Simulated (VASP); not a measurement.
A run of VASP 6.6.1:

The input INCAR:

```
PREC = Accurate
ENCUT = 520
EDIFF = 1E-7
ISMEAR = -1
SIGMA = 0.05
LREAL = False
LASPH = True
NELM = 60
ALGO = Normal
ISIF = 2
LWAVE = False
LCHARG = True
GGA = PS
LELF = True
LVHAR = True
NBANDS = 12
```

KPOINTS

```
Automatic mesh
0
Gamma
  26 26 26
```

POSCAR

```
Cu
1.0
    0.0000000000      1.7816532797      1.7816532797
    1.7816532797      0.0000000000      1.7816532797
    1.7816532797      1.7816532797      0.0000000000
Cu
1
Direct
    0.0000000000      0.0000000000      0.0000000000
```

Potentials or basis: VASP PAW PBE potentials, release 64 (Cu).

The run is started by

```bash
$ cat potpaw_PBE.64/Cu/POTCAR > POTCAR
$ mpirun -np 1 vasp_std > vasp.out
```

Hardware: 1 thread of Intel(R) Xeon(R) 6975P-C (Granite Rapids), with other jobs on the host.

Question: Estimate the wall time of this run.

Answer: It took 27 s on 1 thread of Intel(R) Xeon(R) 6975P-C (Granite Rapids), with other jobs on the host, peak memory 0.18 GiB. Counts: scf iterations 12, k points 511.
